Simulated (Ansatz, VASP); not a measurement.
**MgS: VASP beside Ansatz**

```
CELL_PARAMETERS angstrom
4.29554 0.00000 0.00000
-2.14777 3.72005 0.00000
0.00000 0.00000 5.28509
ATOMIC_POSITIONS crystal
Mg 0.33333 0.66667 0.25000
Mg 0.66667 0.33333 0.75000
S 0.66667 0.33333 0.25000
S 0.33333 0.66667 0.75000
```

Alike in both runs: task single point; functional r2SCAN0; k mesh 6 × 6 × 4; no spin polarisation.

|  | VASP | Ansatz |
| --- | --- | --- |
| version | VASP 6.6.1 | Ansatz 0.2.0 |
| potentials or method | VASP PAW PBE potentials, release 64 (Mg, S) | plane waves, PAW |
| plane-wave cutoff (eV) | 520 | 500 |
| occupations | gaussian, width 0.01 eV | fixed |
| valence electrons in the cell | 16 | 32 |

```tsv
	VASP	Ansatz	Ansatz less VASP
gap on the k mesh at the Fermi level (eV)	5.04	5.05	+0.007
pressure (GPa)	-0.9	-0.6	+0.36
traceless stress, the component that is largest in VASP (GPa)	0.14	0.10	-0.042
```

VASP's potentials were made for PBE, not for r2SCAN0. VASP's potentials hold 16 valence electrons a cell and Ansatz's 32, so a difference there can come from the potentials and not from the codes. Ansatz's warnings: stress exchange threshold loose, stress scf threshold loose.
